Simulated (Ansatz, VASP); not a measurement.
# Ta in VASP and in Ansatz

```
CELL_PARAMETERS angstrom
2.61464 0.00000 0.00000
0.00000 2.61464 0.00000
0.00000 0.00000 2.61464
ATOMIC_POSITIONS crystal
Ta 0.00000 0.00000 0.00000
```

Change from the starting cell: volume scaled by 0.9, LAPW.

Alike in both runs: task single point; functional PBEsol; k mesh 14 × 14 × 14; occupations fermi-dirac, width 0.05 eV; no spin polarisation.

|  | VASP | Ansatz |
| --- | --- | --- |
| version | VASP 6.6.1 | Ansatz 0.2.0 |
| potentials or method | VASP PAW PBE potentials, release 64 (Ta_pv), cutoff 520 eV | all-electron LAPW, scalar-relativistic |

```tsv
	VASP	Ansatz	Ansatz less VASP
pressure (GPa)	20.0	19.3	-0.77
```

VASP's potentials were made for PBE, not for PBEsol. Ansatz ran all-electron here, and VASP with PAW potentials.

Neither program's run includes spin-orbit coupling.
